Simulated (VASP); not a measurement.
The system is AlGa2N3.

```xyz
6
Lattice="-1.7013 1.7013 7.2182 1.7013 -1.7013 7.2182 1.7013 1.7013 -7.2182" Properties=species:S:1:pos:R:3 pbc="T T T"
Al    0.0000    0.0000    0.0000
Ga    0.0000    0.0000    9.6242
Ga    0.0000    0.0000    4.8121
N     0.0000    0.0000    2.4061
N     0.0000    0.0000   12.0303
N     0.0000    0.0000    7.2182
```

```yaml
Program: VASP 6.6.1
Task: relaxation of cell and atoms
Functional: PBE
Potentials_or_basis: VASP PAW PBE potentials, release 64 (Al, Ga_d, N)
Cutoff: 600 eV
k_mesh: 8 × 8 × 8
Occupations: gaussian, width 0.1 eV
Spin: no spin polarisation
```

At the start: pressure -35.1 GPa; volume 13.93 Å³/atom.

**Question.** How do energy, volume and symmetry change on relaxing?

**Answer.** Over 6 steps the energy falls by 751.9 meV/atom and the volume is 9.33 Å³/atom (-33.0 %); space group I4/mmm (No. 139, to 0.1 Å) before and after.

The path:
```
step  energy change (eV)  largest force (eV/Å)  pressure (GPa)  volume (Å³)
   1              0.0000                0.4075          -35.15        83.57
   2             -4.2510                0.4561           20.58        51.80
   3             -4.4975                0.4343            0.09        55.94
   4             -4.5094                0.1064            0.05        55.93
   5             -4.5105                0.1129            0.09        55.93
   6             -4.5113                0.0113           -0.11        55.97
```

Final structure:
```cif
data_structure
_symmetry_space_group_name_H-M 'P 1'
_symmetry_Int_Tables_number 1
_cell_length_a 6.6616
_cell_length_b 6.6616
_cell_length_c 6.6616
_cell_angle_alpha 154.188
_cell_angle_beta 154.188
_cell_angle_gamma 36.827
_cell_volume 55.97
loop_
_atom_site_label
_atom_site_type_symbol
_atom_site_fract_x
_atom_site_fract_y
_atom_site_fract_z
_atom_site_occupancy
Al1 Al 0.00000 0.00000 0.00000 1
Ga1 Ga 0.66580 0.66580 0.00000 1
Ga2 Ga 0.33420 0.33420 0.00000 1
N1 N 0.16326 0.16326 0.00000 1
N2 N 0.83674 0.83674 0.00000 1
N3 N 0.50000 0.50000 0.00000 1
```

Caveat: the volume moved by over 15 % at a fixed basis, so the end points are rough.
